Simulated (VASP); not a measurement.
Wanted: the native input for a VASP 6.6.1 run.

- Task: electric field gradients
- Functional: r2SCAN
- Potentials or basis: VASP PAW PBE potentials, release 64 (Mg, C)
- Cutoff: 520 eV
- k mesh: 9 × 9 × 6
- Occupations: fermi-dirac, width 0.05 eV
- Spin: no spin polarisation
- Dipole correction: no
- Further INCAR settings: ALGO = Normal; EDIFF = 1e-08; NBANDS = 16

Mg2C3:

```
Mg C
1.0
     2.41550   -2.35000    0.00000
     2.41550    2.35000    0.00000
    -1.22707    0.00000    4.83328
Mg C
2 3
Direct
  0.80962 0.80962 0.19943
  0.19038 0.19038 0.80057
  0.30006 0.30006 0.26310
  0.69994 0.69994 0.73690
  0.50000 0.50000 0.50000
```

The input as run:

POSCAR

```
Mg2C3
1.0
    2.4155000000     -2.3500000000      0.0000000000
    2.4155000000      2.3500000000      0.0000000000
   -1.2270700000      0.0000000000      4.8332800000
Mg C
2 3
Direct
    0.8096247298      0.8096247298      0.1994263455
    0.1903752702      0.1903752702      0.8005736545
    0.3000558351      0.3000558351      0.2630970080
    0.6999441649      0.6999441649      0.7369029920
    0.5000000000      0.5000000000      0.5000000000
```

INCAR.step1

```
SYSTEM = Mg2C3
PREC = Accurate
ENCUT = 520
ISMEAR = -1
SIGMA = 0.05
LREAL = .FALSE.
LASPH = .TRUE.
NELM = 100
NBANDS = 16
GGA = PE
ALGO = Normal
EDIFF = 1E-4
LWAVE = .TRUE.
LCHARG = .FALSE.
```

INCAR.step2

```
SYSTEM = Mg2C3
PREC = Accurate
ENCUT = 520
EDIFF = 1E-8
ISMEAR = -1
SIGMA = 0.05
LREAL = .FALSE.
LASPH = .TRUE.
NELM = 100
ALGO = Normal
ISIF = 2
LWAVE = .FALSE.
LCHARG = .FALSE.
METAGGA = R2SCAN
LMIXTAU = .TRUE.
LEFG = .TRUE.
NBANDS = 16
ISTART = 1
```

KPOINTS

```
regular mesh
0
G
  9 9 6
  0 0 0
```

Potentials or basis: VASP PAW PBE potentials, release 64 (Mg, C).

Launch:

```sh
$ cat potpaw_PBE.64/Mg/POTCAR potpaw_PBE.64/C/POTCAR > POTCAR
$ cp INCAR.step1 INCAR
$ mpirun -np 1 vasp_std > vasp.out
$ cp INCAR.step2 INCAR
$ mpirun -np 1 vasp_std > vasp.out
```

Results of the run:

| Quantity | Value |
| --- | --- |
| Pressure | -2.3 GPa |
| Largest force | 0.224 eV/Å |
| Band gap on the k mesh | 2.15 eV, indirect (least direct gap 2.79 eV) |

Caveat: without QUAD_EFG the Cq values of the log hold for a quadrupole moment of 1 mb, not for the nuclei; the PAW data sets were made with another functional, which shifts forces and pressure a little.

Run time: 11 min on 1 thread of Intel(R) Xeon(R) Platinum 8175M CPU @ 2.50GHz (Skylake/Cascade Lake) (shared host), peak memory 0.26 GiB.
